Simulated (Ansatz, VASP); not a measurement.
**Two plane-wave programs on SnSe2**

```
Sn Se
1.0
     3.81100    0.00000    0.00000
    -1.90550    3.30042    0.00000
     0.00000    0.00000    6.13600
Sn Se
1 2
Direct
  0.00000 0.00000 0.00163
  0.66667 0.33333 0.75100
  0.33333 0.66667 0.24900
```

Alike in both runs: task single point; functional PBE; k mesh 10 × 10 × 6; occupations gaussian, width 0.05 eV; no spin polarisation.

|  | VASP | Ansatz |
| --- | --- | --- |
| version | VASP 6.6.1 | Ansatz 0.2.0 |
| potentials or method | VASP PAW PBE potentials, release 64 (Sn_d, Se), cutoff 520 eV | scalar-relativistic, plane waves, PAW |
| valence electrons in the cell | 26 | 46 |

VASP gave:

| Property | Result |
| --- | --- |
| rms of the force components (eV/Å) | 0.386 |

Question: What did Ansatz give for the same quantities?

Answer: rms of the force components (eV/Å): 0.377.

Atom by atom the forces differ by 0.008 eV/Å (rms over components). VASP's potentials hold 26 valence electrons a cell and Ansatz's 46, so a difference there can come from the potentials and not from the codes.
